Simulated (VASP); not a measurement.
A run of VASP 6.6.1:

Contents of INCAR:

```
PREC = Accurate
ENCUT = 520
EDIFF = 1E-7
ISMEAR = 0
SIGMA = 0.15
LREAL = False
LASPH = True
NELM = 100
ALGO = Normal
ISIF = 2
LWAVE = False
LCHARG = False
GGA = PS
NBANDS = 12
```

File KPOINTS:

```
regular mesh
0
Gamma
  18 18 18
```

POSCAR

```
P
1.0
   -1.7422553444      2.5906199884      1.8589441358
    1.7422553444     -2.5906199884      1.8589441358
    1.7422553444      2.5906199884     -1.8589441358
P
2
Direct
    0.8033091100      0.0533091100      0.7500000000
    0.1966908900      0.9466908900      0.2500000000
```

Potentials or basis: VASP PAW PBE potentials, release 64 (P).

Command:

```sh
$ cat potpaw_PBE.64/P/POTCAR > POTCAR
$ mpirun -np 1 vasp_std > vasp.out
```

Hardware: 1 thread of Intel(R) Xeon(R) Platinum 8488C (Sapphire Rapids), on a shared host.

Task: How long does it take, and how much memory?

Result: Wall time 2.9 min on 1 thread of Intel(R) Xeon(R) Platinum 8488C (Sapphire Rapids), with other jobs on the host, peak memory 0.36 GiB. Counts: scf iterations 11, k points 865.
